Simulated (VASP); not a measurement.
Input of a VASP 6.6.1 run:

File INCAR:

```
PREC = Accurate ; ENCUT = 500
EDIFF = 1E-6 ; ISMEAR = 0
SIGMA = 0.1 ; LREAL = False
LASPH = True ; NELM = 200
ALGO = Normal ; ISIF = 2
LWAVE = False ; LCHARG = False
GGA = PE ; NBANDS = 14
GGA_COMPAT = False ; LMAXMIX = 6
```

File KPOINTS:

```
regular mesh
0
Gamma
  4 4 4
```

File POSCAR:

```
ErH4
1.0
    3.8347417700      0.0000000000      0.0000000000
    0.0000000000      3.8347417700      0.0000000000
    0.0000000000      0.0000000000      3.8347417700
Er H
1 4
Direct
    0.5000000000      0.5000000000      0.5000000000
    0.0000000000      0.0000000000      0.0000000000
    0.5000000000      0.5000000000      0.0000000000
    0.5000000000      0.0000000000      0.5000000000
    0.0000000000      0.5000000000      0.5000000000
```

Potentials or basis: VASP PAW PBE potentials, release 64 (Er_3, H), 4f in core.

Run with:

```sh
$ cat potpaw_PBE.64/Er_3/POTCAR potpaw_PBE.64/H/POTCAR > POTCAR
$ mpirun -np 1 vasp_std > vasp.out
```

**Question.** What does it give for the band gap on the k mesh?

**Answer.** Zero (an odd number of electrons rules out a gap without spin polarisation).

**Question.** Predict the pressure.

**Answer.** 10.1 GPa.

Caveat: the k points lie up to 0.41 Å⁻¹ apart, too coarse for converged energies and pressures of a metal; spin-orbit coupling is left out, which moves the levels of the heavy elements; the 4f electrons are frozen in the core, so they carry no moment and show no levels. Spin polarisation is off, so any magnetic state and its effect on volume and gap are missing.
